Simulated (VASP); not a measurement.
Sn, 2 atoms in the cell. It takes space group Fd-3m (No. 227, cubic). The conventional cell has a = 6.467 Å, b = 6.467 Å, c = 6.467 Å, α = 90.00°, β = 90.00°, γ = 90.00°. Sn (site symmetry -43m) has 4 Sn at 2.80 Å within 3.7 Å. 

| Property | Result |
| --- | --- |
| Program | VASP 6.6.1 |
| Task | single point |
| Functional | LDA |
| Potentials or basis | VASP PAW LDA potentials, release 64 (Sn_d) |
| Cutoff | 520 eV |
| k mesh | 6 × 6 × 6 |
| Occupations | gaussian, width 0.1 eV |
| Spin | no spin polarisation |
| Dipole correction | no |
| Further INCAR settings | ALGO = Normal; EDIFF = 1e-06; NBANDS = 21 |

Potentials or basis: VASP PAW LDA potentials, release 64 (Sn_d).

Command:

```bash
$ cat potpaw_LDA.64/Sn_d/POTCAR > POTCAR
$ mpirun -np 1 vasp_std > vasp.out
```

Hardware: 1 thread of Intel Xeon 8259CL (shared host).

Problem. How long does it take, and how much memory?

Solution. It took 33 s on 1 thread of Intel Xeon 8259CL (shared host), peak memory 0.17 GiB. Counts: scf iterations 11, k points 16.
